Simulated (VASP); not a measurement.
# TiO (P-62m) in VASP: further runs

TiO is run at these levels: r2SCAN; tasks: single point.

Everything below comes from runs of VASP 6.6.1. Logs are shortened: lines on timing, memory, paths and dates and some standing lists are left out, and cuts for length are marked.

## Step 1: The cell of the first run

It takes space group P-62m (No. 189, hexagonal). The conventional cell has a = 4.989 Å, b = 4.989 Å, c = 2.873 Å, α = 90.00°, β = 90.00°, γ = 120.00°. Within 2.9 Å of Ti (site symmetry -6) lie 6 O at 2.10 Å and 5 Ti at 2.87 to 2.88 Å. Ti (site symmetry -62m) has 3 O at 1.97 Å within 2.6 Å. Within 2.7 Å of O (site symmetry m2m) lie 5 Ti at 1.97 to 2.10 Å and 4 O at 2.66 Å.

## Step 2: Single point, r2SCAN

POSCAR

```
TiO
1.0
    4.9890877720      0.0000000000      0.0000000000
   -2.4945438860      4.3206767523      0.0000000000
    0.0000000000      0.0000000000      2.8733134400
Ti O
3 3
Direct
    0.6666666667      0.3333333333      0.5000000000
    0.3333333333      0.6666666667      0.5000000000
    0.0000000000      0.0000000000      0.0000000000
    0.6055592400      0.6055592400      0.0000000000
    0.3944407600      0.0000000000      0.0000000000
    0.0000000000      0.3944407600      0.0000000000
```

INCAR.step1

```
ALGO = Normal
EDIFF = 1E-4
ENCUT = 520
GGA = PE
ISMEAR = 0
LASPH = True
LCHARG = False
LREAL = False
LWAVE = True
NBANDS = 36
NELM = 100
PREC = Accurate
SIGMA = 0.01
```

INCAR.step2

```
ALGO = Normal
EDIFF = 1E-6
ENCUT = 520
ISIF = 2
ISMEAR = 0
ISTART = 1
LASPH = True
LCHARG = False
LMIXTAU = True
LREAL = False
LWAVE = False
METAGGA = R2SCAN
NBANDS = 36
NELM = 100
PREC = Accurate
SIGMA = 0.01
```

KPOINTS

```
k-points
0
Gamma
  6 6 6
```

Potentials or basis: VASP PAW PBE potentials, release 64 (Ti_sv, O).

Run with:

```bash
cat potpaw_PBE.64/Ti_sv/POTCAR potpaw_PBE.64/O/POTCAR > POTCAR
cp INCAR.step1 INCAR
mpirun -np 1 vasp_std > vasp.out
cp INCAR.step2 INCAR
mpirun -np 1 vasp_std > vasp.out
```

OUTCAR:

```text
EDIFF = 1E-6
   ENCUT = 520
   ISIF = 2
   ISMEAR = 0
   ISTART = 1
   LASPH = True
   LREAL = False
   METAGGA = R2SCAN
   NELM = 100
   PREC = Accurate

 ion  position               nearest neighbor table
   1  0.667  0.333  0.500-   6 2.10   6 2.10   5 2.10   5 2.10   4 2.10   4 2.10   2 2.88   2 2.88
                             2 2.88
   2  0.333  0.667  0.500-   5 2.10   5 2.10   6 2.10   6 2.10   4 2.10   4 2.10   1 2.88   1 2.88
                             1 2.88
   3  0.000  0.000  0.000-   5 1.97   4 1.97   6 1.97
   4  0.606  0.606  0.000-   3 1.97   2 2.10   2 2.10   1 2.10   1 2.10
   5  0.394  0.000  0.000-   3 1.97   2 2.10   2 2.10   1 2.10   1 2.10
   6  0.000  0.394  0.000-   3 1.97   1 2.10   1 2.10   2 2.10   2 2.10

  LATTYP: Found a hexagonal cell.
 ALAT       =     4.9890877720
 C/A-ratio  =     0.5759196012

  Lattice vectors:

 A1 = (   4.9890877720,   0.0000000000,   0.0000000000)
 A2 = (  -2.4945438860,   4.3206767523,   0.0000000000)
 A3 = (   0.0000000000,   0.0000000000,   2.8733134400)

Analysis of symmetry for initial positions (statically):
=====================================================================
 Subroutine PRICEL returns:
 Original cell was already a primitive cell.

 Routine SETGRP: Setting up the symmetry group for a
 hexagonal supercell.

 Subroutine GETGRP returns: Found 12 space group operations
 (whereof 12 operations were pure point group operations)
 out of a pool of 24 trial point group operations.

The static configuration has the point symmetry D_3h.

Analysis of symmetry for dynamics (positions and initial velocities):
=====================================================================
 Subroutine PRICEL returns:
 Original cell was already a primitive cell.

 Routine SETGRP: Setting up the symmetry group for a
 hexagonal supercell.

 Subroutine GETGRP returns: Found 12 space group operations
 (whereof 12 operations were pure point group operations)
 out of a pool of 24 trial point group operations.

The dynamic configuration has the point symmetry D_3h.

 Subroutine INISYM returns: Found 12 space group operations
 (whereof 12 operations are pure point group operations),
 and found     1 'primitive' translations

----------------------------------------------------------------------------------------

[... 101 lines left out ...]
   LREAL  =      F    real-space projection
   EDIFFG = 0.1E-04   stopping-criterion for IOM
   NSW    =      0    number of steps for IOM
   IBRION =     -1    ionic relax: 0-MD 1-quasi-New 2-CG
   NFREE  =      0    steps in history (QN), initial steepest desc. (CG)
   ISIF   =      2    stress and relaxation
   ISYM   =      2    0-nonsym 1-usesym 2-fastsym
   POTIM  = 0.5000    time-step for ionic-motion
   TEBEG  =    0.0;   TEEND  =   0.0 temperature during run
   PSTRESS=    0.0 pullay stress
   NELECT =      54.0000    total number of electrons
   NUPDOWN=      -1.0000    fix difference up-down
   EMIN   =  10.00;   EMAX   =-10.00  energy-range for DOS
   EFERMI =   0.00;   METHOD = LEGACY
   ISMEAR =     0;   SIGMA  =   0.01  broadening in eV -4-tet -1-fermi 0-gaus
   EFERMI_NEDOS =   21; number of points for ismear=-14 and -15
   IALGO  =     38    algorithm
   IMIX   =      4    mixing-type and parameters
     AMIX     =   0.40;   BMIX     =  1.00
     AMIX_MAG =   1.60;   BMIX_MAG =  1.00
  volume/ion in A,a.u.               =      10.32        69.66
  Fermi-wavevector in a.u.,A,eV,Ry     =   1.563942  2.955423 33.278709  2.445916
  Thomas-Fermi vector in A             =   2.666639
   LORBIT       =      0    0 simple, 1 ext, 2 COOP (PROOUT), +10 PAW based schemes
   METAGGA = R2SCAN    functional components
   LHFCALC =     F    Hartree Fock is set to
   AEXX    =    0.0000 exact exchange contribution
   IVDW    =     0    specifies the selected vdW correction
   LEPSILON=     F    determine dielectric tensor
   LRPA    =     F    only Hartree local field effects (RPA)
 non-spin polarized calculation
 Gauss-broadening in eV      SIGMA  =   0.01
  energy-cutoff  :      520.00
  volume of cell :       61.94
 maximum number of plane-waves:      1691
 NGX is ok and might be reduce to    40
   NGX = 19   NGY = 19   NGZ = 11

 number of electron      54.0000004 magnetization

 Free energy of the ion-electron system (eV)
  ---------------------------------------------------
  ext. energy  EPLUGINS =         0.00000000
  ---------------------------------------------------
  free energy    TOTEN  =       -73.64653257 eV

  energy without entropy =      -73.64619084  energy(sigma->0) =      -73.64636171

 E-fermi :  10.8102     XC(G=0): -13.2826

 val. band max:       10.5410461223   @ k =   0.1667   0.1667   0.5000
 cond. band min:      10.8134923120   @ k =   0.1667   0.0000   0.0000
 fundamental gap:      0.2724461897
 Fermi energy:        10.8101906070

 k-point     1 :       0.0000    0.0000    0.0000
  band No.  band energies     occupation
      1     -49.9637      2.00000
      2     -49.8833      2.00000
      3     -49.4303      2.00000
      4     -25.3985      2.00000
      5     -25.3985      2.00000
      6     -25.0983      2.00000
[... 925 lines left out ...]
     35      13.3126      0.00000
     36      13.5754      0.00000

 [... further k-points ...]

------------------------ aborting loop because EDIFF is reached ----------------------------------------

  FORCE on cell =-STRESS in cart. coord.  units (eV):
  Direction    XX          YY          ZZ          XY          YZ          ZX
  --------------------------------------------------------------------------------------
  -------------------------------------------------------------------------------------
  Total       -0.0029000     -0.0029000      0.1785888      0.0000000      0.0000000      0.0000000
  in kB       -0.0750155     -0.0750155      4.6196479      0.0000000      0.0000000      0.0000000
  external PRESSURE =       1.4898723 kB  Pullay stress =       0.0000000 kB

 VOLUME and BASIS-vectors are now :
 -----------------------------------------------------------------------------
  energy-cutoff  :      520.00
  volume of cell :       61.94
      direct lattice vectors                 reciprocal lattice vectors
     4.989087772  0.000000000  0.000000000     0.200437444  0.115722612  0.000000000
    -2.494543886  4.320676752  0.000000000     0.000000000  0.231445224  0.000000000
     0.000000000  0.000000000  2.873313440     0.000000000  0.000000000  0.348030252

 POSITION                                       TOTAL-FORCE (eV/Angst)
 -----------------------------------------------------------------------------------
      2.49454      1.44023      1.43666        -0.000000     -0.000000      0.000000
     -0.00000      2.88045      1.43666         0.000000     -0.000000      0.000000
      0.00000      0.00000      0.00000         0.000000     -0.000000      0.000000
      1.51059      2.61643      0.00000        -0.000525     -0.000910      0.000000
      1.96790      0.00000      0.00000         0.001050     -0.000000      0.000000
     -0.98395      1.70425      0.00000        -0.000525      0.000910     -0.000000
 -----------------------------------------------------------------------------------
    total drift:                               -0.000001     -0.000002      0.000001

  FREE ENERGIE OF THE ION-ELECTRON SYSTEM (eV)
  ---------------------------------------------------
  free  energy   TOTEN  =       -73.6465325723 eV

  energy  without entropy=      -73.6461908412  energy(sigma->0) =      -73.64636171
```

OUTCAR.step1:

```text
EDIFF = 1E-4
   ENCUT = 520
   GGA = PE
   ISMEAR = 0
[... 1176 lines left out ...]
      0.00000      0.00000      0.00000        -0.000000     -0.000000     -0.000000
      1.51059      2.61643      0.00000        -0.004926     -0.008531      0.000000
      1.96790      0.00000      0.00000         0.009851     -0.000000      0.000000
     -0.98395      1.70425      0.00000        -0.004926      0.008531     -0.000000
 -----------------------------------------------------------------------------------
    total drift:                               -0.000001     -0.000001      0.000001

  FREE ENERGIE OF THE ION-ELECTRON SYSTEM (eV)
  ---------------------------------------------------
  free  energy   TOTEN  =       -53.7859776539 eV

  energy  without entropy=      -53.7856268751  energy(sigma->0) =      -53.78580226
```

OSZICAR.step1:

```text
N       E                     dE             d eps       ncg     rms          rms(c)
DAV:   1     0.777707923348E+03    0.77771E+03   -0.27072E+04  2016   0.188E+03
DAV:   2     0.590808683041E+02   -0.71863E+03   -0.69236E+03  2064   0.563E+02
DAV:   3    -0.573455280123E+02   -0.11643E+03   -0.11446E+03  2968   0.207E+02
DAV:   4    -0.644446457042E+02   -0.70991E+01   -0.70750E+01  2996   0.501E+01
DAV:   5    -0.648055318209E+02   -0.36089E+00   -0.36077E+00  2852   0.932E+00    0.273E+01
DAV:   6    -0.540882205729E+02    0.10717E+02   -0.74725E+01  3016   0.695E+01    0.969E+00
DAV:   7    -0.542574681754E+02   -0.16925E+00   -0.14188E+01  3064   0.247E+01    0.856E+00
DAV:   8    -0.538019317679E+02    0.45554E+00   -0.48178E+00  3064   0.111E+01    0.542E+00
DAV:   9    -0.537960878430E+02    0.58439E-02   -0.50851E-01  2620   0.520E+00    0.120E+00
DAV:  10    -0.537831695862E+02    0.12918E-01   -0.11769E-01  2920   0.238E+00    0.670E-01
DAV:  11    -0.537860465995E+02   -0.28770E-02   -0.70998E-03  2724   0.637E-01    0.134E-01
DAV:  12    -0.537859628913E+02    0.83708E-04   -0.14593E-03  2536   0.218E-01    0.595E-02
DAV:  13    -0.537859776539E+02   -0.14763E-04   -0.17131E-04  1796   0.101E-01
   1 F= -.53785978E+02 E0= -.53785802E+02  d E =-.350779E-03
```

Run time: 8.6 min. Hardware: 1 thread of Intel Xeon 8259CL, shared host; peak memory 0.22 GiB.

Results:

- Free energy: -73.6465 eV
- Pressure: 0.1 GPa
- Band gap on the k mesh: zero (bands 27 and 28 overlap by 1.33 eV)

Levels at points of the mesh, in eV from the Fermi level:
```csv
k point,band 23,band 24,band 25,band 26,band 27,band 28,band 29,band 30,band 31,band 32
"(0.00, 0.00, 0.00)",-6.26,-5.95,-3.71,-0.93,-0.88,-0.88,0.46,0.46,0.83,0.83
"(0.50, 0.00, 0.00)",-6.42,-5.65,-2.80,-2.17,-1.85,0.38,1.08,1.15,1.36,1.51
"(0.00, 0.00, 0.50)",-6.13,-6.13,-2.08,-2.08,0.45,1.18,1.18,1.20,1.20,1.85
"(0.50, 0.00, 0.50)",-6.83,-5.79,-2.12,-1.59,-0.61,0.49,0.79,1.55,1.56,1.95
```

Caveat: the k points lie up to 0.36 Å⁻¹ apart, too coarse for converged energies and pressures of a metal; the PAW data sets were made with another functional, which shifts forces and pressure a little; semilocal functionals often make such compounds metallic where correlation or magnetic order opens a gap, which also shifts bond lengths.

## Step 3: Single point, r2SCAN

POSCAR is that of step 2.

INCAR.step1

```
PREC = Accurate
ENCUT = 520
ISMEAR = 0
SIGMA = 0.05
LREAL = F
LASPH = T
NELM = 60
NBANDS = 36
GGA = PE
ALGO = Normal
EDIFF = 1E-4
LWAVE = T
LCHARG = F
```

INCAR.step2

```
PREC = Accurate
ENCUT = 520
EDIFF = 1E-6
ISMEAR = 0
SIGMA = 0.05
LREAL = F
LASPH = T
NELM = 60
ALGO = Normal
ISIF = 2
LWAVE = F
LCHARG = F
METAGGA = R2SCAN
LMIXTAU = T
NBANDS = 36
ISTART = 1
```

KPOINTS

```
Automatic mesh
0
Gamma
  6 6 6
```

Potentials or basis: VASP PAW PBE potentials, release 64 (Ti_sv, O).

Run with:

```bash
cat potpaw_PBE.64/Ti_sv/POTCAR potpaw_PBE.64/O/POTCAR > POTCAR
cp INCAR.step1 INCAR
mpirun -np 1 vasp_std > vasp.out
cp INCAR.step2 INCAR
mpirun -np 1 vasp_std > vasp.out
```

Run time: 8 min. Hardware: 1 thread of Intel Xeon 8259CL, shared host; peak memory 0.22 GiB.

The run converged. Its results:

| Item | Value |
| --- | --- |
| Free energy | -73.6479 eV |
| Pressure | 0.1 GPa |
| Band gap on the k mesh | zero (bands 27 and 28 overlap by 1.33 eV) |

Stress tensor (GPa, compression positive):
```
-0.06  0.00  0.00
 0.00 -0.06  0.00
 0.00  0.00  0.42
```

Levels at points of the mesh, in eV from the Fermi level:
```
           k point  band 25  band 26  band 27  band 28  band 29  band 30
(0.00, 0.00, 0.00)    -3.68    -0.91    -0.86    -0.86     0.48     0.48
(0.50, 0.00, 0.00)    -2.78    -2.14    -1.83     0.41     1.10     1.17
(0.00, 0.00, 0.50)    -2.06    -2.06     0.47     1.20     1.20     1.22
(0.50, 0.00, 0.50)    -2.10    -1.57    -0.59     0.51     0.81     1.57
```

Caveat: the k points lie up to 0.36 Å⁻¹ apart, too coarse for converged energies and pressures of a metal; the PAW data sets were made with another functional, which shifts forces and pressure a little; semilocal functionals often make such compounds metallic where correlation or magnetic order opens a gap, which also shifts bond lengths.

## Step 4: Single point, r2SCAN

POSCAR is that of step 3.

INCAR.step1

```
PREC = Accurate
ENCUT = 520
ISMEAR = 0
SIGMA = 0.1
LREAL = False
LASPH = True
NELM = 80
NBANDS = 36
GGA = PE
ALGO = Normal
EDIFF = 1E-4
LWAVE = True
LCHARG = False
```

INCAR.step2

```
PREC = Accurate
ENCUT = 520
EDIFF = 1E-6
ISMEAR = 0
SIGMA = 0.1
LREAL = False
LASPH = True
NELM = 80
ALGO = Normal
ISIF = 2
LWAVE = False
LCHARG = True
METAGGA = R2SCAN
LMIXTAU = True
LELF = True
LVHAR = True
NBANDS = 36
ISTART = 1
```

KPOINTS is that of step 3.

Run with:

```bash
cat potpaw_PBE.64/Ti_sv/POTCAR potpaw_PBE.64/O/POTCAR > POTCAR
cp INCAR.step1 INCAR
mpirun -np 1 vasp_std > vasp.out
cp INCAR.step2 INCAR
mpirun -np 1 vasp_std > vasp.out
```

It took 7.2 min on 1 thread of Intel Xeon 8259CL, shared host; peak memory 0.22 GiB.

It converged, with:

| Quantity | Value |
| --- | --- |
| Free energy | -73.6497 eV |
| Pressure | 0.1 GPa |
| Band gap on the k mesh | zero (bands 27 and 28 overlap by 1.33 eV) |

Stress tensor (GPa, compression positive):
```
-0.06  0.00  0.00
 0.00 -0.06  0.00
 0.00  0.00  0.43
```

Levels at points of the mesh, in eV from the Fermi level:
```csv
k point,band 24,band 25,band 26,band 27,band 28,band 29,band 30,band 31
"(0.00, 0.00, 0.00)",-5.90,-3.66,-0.88,-0.83,-0.83,0.51,0.51,0.88
"(0.50, 0.00, 0.00)",-5.60,-2.75,-2.12,-1.80,0.43,1.13,1.19,1.41
"(0.00, 0.00, 0.50)",-6.08,-2.03,-2.03,0.49,1.23,1.23,1.25,1.25
"(0.50, 0.00, 0.50)",-5.74,-2.08,-1.54,-0.56,0.53,0.84,1.60,1.61
```

Caveat: the k points lie up to 0.36 Å⁻¹ apart, too coarse for converged energies and pressures of a metal; the PAW data sets were made with another functional, which shifts forces and pressure a little; semilocal functionals often make such compounds metallic where correlation or magnetic order opens a gap, which also shifts bond lengths.

## Step 5: Single point, r2SCAN

POSCAR is that of step 4.

INCAR.step1

```
SYSTEM = TiO
  PREC = Accurate
  ENCUT = 520
  ISMEAR = 0
  SIGMA = 0.2
  LREAL = .False.
  LASPH = .True.
  NELM = 100
  NBANDS = 36
  GGA = PE
  ALGO = Normal
  EDIFF = 1E-4
  LWAVE = .True.
  LCHARG = .False.
```

INCAR.step2

```
SYSTEM = TiO
  PREC = Accurate
  ENCUT = 520
  EDIFF = 1E-6
  ISMEAR = 0
  SIGMA = 0.2
  LREAL = .False.
  LASPH = .True.
  NELM = 100
  ALGO = Normal
  ISIF = 2
  LWAVE = .False.
  LCHARG = .True.
  METAGGA = R2SCAN
  LMIXTAU = .True.
  LELF = .True.
  LVHAR = .True.
  NBANDS = 36
  ISTART = 1
```

KPOINTS

```
Automatic mesh
0
Gamma
  6 6 6
  0 0 0
```

Run with:

```bash
cat potpaw_PBE.64/Ti_sv/POTCAR potpaw_PBE.64/O/POTCAR > POTCAR
cp INCAR.step1 INCAR
mpirun -np 1 vasp_std > vasp.out
cp INCAR.step2 INCAR
mpirun -np 1 vasp_std > vasp.out
```

Wall time 7.4 min (1 thread of Intel Xeon 8259CL, shared host); peak memory 0.23 GiB.

Results (log left out):

```yaml
Free_energy: -73.6540 eV
Pressure: 0.1 GPa
Band_gap_on_the_k_mesh: zero (bands 27 and 28 overlap by 1.33 eV)
```

Stress tensor (GPa, compression positive):
```
-0.03  0.00  0.00
 0.00 -0.03  0.00
 0.00  0.00  0.43
```

Levels at points of the mesh, in eV from the Fermi level:
```csv
k point,band 24,band 25,band 26,band 27,band 28,band 29,band 30,band 31
"(0.00, 0.00, 0.00)",-5.86,-3.62,-0.84,-0.80,-0.80,0.54,0.54,0.92
"(0.50, 0.00, 0.00)",-5.56,-2.71,-2.08,-1.76,0.47,1.17,1.23,1.45
"(0.00, 0.00, 0.50)",-6.04,-1.99,-1.99,0.53,1.27,1.27,1.29,1.29
"(0.50, 0.00, 0.50)",-5.70,-2.04,-1.50,-0.53,0.57,0.88,1.64,1.65
```

Caveat: the k points lie up to 0.36 Å⁻¹ apart, too coarse for converged energies and pressures of a metal; the PAW data sets were made with another functional, which shifts forces and pressure a little; semilocal functionals often make such compounds metallic where correlation or magnetic order opens a gap, which also shifts bond lengths.

## Step 6: Summary

| smearing | gap on the mesh (eV) | pressure (GPa) |
| --- | --- | --- |
| gaussian 0.01 eV | none | 0.1 |
| gaussian 0.05 eV | none | 0.1 |
| gaussian 0.1 eV | none | 0.1 |
| gaussian 0.2 eV | none | 0.1 |

Alike in all rows: task single point; level r2SCAN; potentials or basis VASP PAW PBE potentials, release 64 (Ti_sv, O); no spin polarisation; cell as given; k mesh 6 × 6 × 6; cutoff (eV) 520.

Caveats: all runs use coarse meshes; the PAW data sets were made with another functional, which shifts forces and pressure a little; semilocal functionals often make such compounds metallic where correlation or magnetic order opens a gap, which also shifts bond lengths.

Absolute energies hang on the potentials; compare differences alone.

The gap in the log of VASP goes by the Fermi energy; the results here count the filled bands.